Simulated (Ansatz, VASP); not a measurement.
## Al8H in VASP and in Ansatz

File INCAR:

```
PREC     = Accurate       # precision mode
ENCUT    = 520            # plane-wave cutoff, eV
EDIFF    = 1E-6           # SCF threshold, eV
ISMEAR   = 0              # smearing method
SIGMA    = 0.1            # smearing width, eV
LREAL    = Auto         
LASPH    = True           # aspherical terms in the spheres
NELM     = 80             # most SCF steps
ALGO     = Normal         # electronic algorithm
ISIF     = 2              # what is computed and relaxed
LWAVE    = False          # write WAVECAR
LCHARG   = True           # write CHGCAR
LDIPOL   = True         
IDIPOL   = 3            
DIPOL    = 0.5 0.5 0.292
GGA      = PE             # functional
LELF     = True           # ELF
LVHAR    = True         
LVACPOTAV= True         
NBANDS   = 40             # bands
```

The input KPOINTS:

```
Automatic mesh
0
Gamma
  5 4 1
```

The input POSCAR:

```
Al8H
1.0
    5.7143028096      0.0000000000      0.0000000000
    0.0000000000      8.0812445328      0.0000000000
    0.0000000000      0.0000000000     22.2437981863
Al H
16 2
Direct
    0.2500000000      0.2500000000      0.1798254042
    0.2500000000      0.7500000000      0.1798254042
    0.7500000000      0.2500000000      0.1798254042
    0.7500000000      0.7500000000      0.1798254042
    0.0000000000      0.0000000000      0.2440489550
    0.0000000000      0.5000000000      0.2440489550
    0.5000000000      0.0000000000      0.2440489550
    0.5000000000      0.5000000000      0.2440489550
    0.2500000000      0.2500000000      0.3102692916
    0.2500000000      0.7500000000      0.3102692916
    0.7500000000      0.2500000000      0.3102692916
    0.7500000000      0.7500000000      0.3102692916
    0.0000000000      0.0000000000      0.3706110853
    0.0000000000      0.5000000000      0.3706110853
    0.5000000000      0.0000000000      0.3706110853
    0.5000000000      0.5000000000      0.3706110853
    0.7500000000     -0.1639598944      0.4196135079
    0.7500000000      0.1639598944      0.4196135079
```

Input for Ansatz:

```yaml
crystal:
  lattice:
    - [5.7143028096, 0.0, 0.0]
    - [0.0, 8.0812445328, 0.0]
    - [0.0, 0.0, 22.2437981863]
  atoms:
    - { symbol: Al, position: [0.25, 0.25, 0.1798254042] }
    - { symbol: Al, position: [0.25, 0.75, 0.1798254042] }
    - { symbol: Al, position: [0.75, 0.25, 0.1798254042] }
    - { symbol: Al, position: [0.75, 0.75, 0.1798254042] }
    - { symbol: Al, position: [0.0, 0.0, 0.244048955] }
    - { symbol: Al, position: [0.0, 0.5, 0.244048955] }
    - { symbol: Al, position: [0.5, 0.0, 0.244048955] }
    - { symbol: Al, position: [0.5, 0.5, 0.244048955] }
    - { symbol: Al, position: [0.25, 0.25, 0.3102692916] }
    - { symbol: Al, position: [0.25, 0.75, 0.3102692916] }
    - { symbol: Al, position: [0.75, 0.25, 0.3102692916] }
    - { symbol: Al, position: [0.75, 0.75, 0.3102692916] }
    - { symbol: Al, position: [0.0, 0.0, 0.3706110853] }
    - { symbol: Al, position: [0.0, 0.5, 0.3706110853] }
    - { symbol: Al, position: [0.5, 0.0, 0.3706110853] }
    - { symbol: Al, position: [0.5, 0.5, 0.3706110853] }
    - { symbol: H, position: [0.75, -0.1639598944, 0.4196135079] }
    - { symbol: H, position: [0.75, 0.1639598944, 0.4196135079] }
basis:
  ecutwfc: 420
kpoints:
  mp_grid: { grid: [5, 4, 1] }
hamiltonian:
  xc: pbe
scf:
  occupations: { method: gaussian, width: 0.1 }
output:
  forces: true
  eigenvalues: true
efield:
  axis: 3
  dipole_correction: true
  ramp_width: 0.04
```

Alike in both runs: task single point; functional PBE; k mesh 5 × 4 × 1; occupations gaussian, width 0.1 eV; no spin polarisation.

|  | VASP | Ansatz |
| --- | --- | --- |
| version | VASP 6.6.1 | Ansatz 0.2.0 |
| potentials or method | VASP PAW PBE potentials, release 64 (Al, H), cutoff 520 eV | scalar-relativistic, plane waves, PAW |
| valence electrons in the cell | 50 | 50 |

```tsv
	VASP	Ansatz	Ansatz less VASP
gap on the k mesh at the Fermi level (eV)	none	none	-
rms of the force components (eV/Å)	0.329	0.328	-0.0002
work function, face that differs most (eV)	4.44	4.44	-0.003
```

Atom by atom the forces differ by 0.001 eV/Å (rms over components). A gap of «none» marks a metal or a gap that the smearing closes.
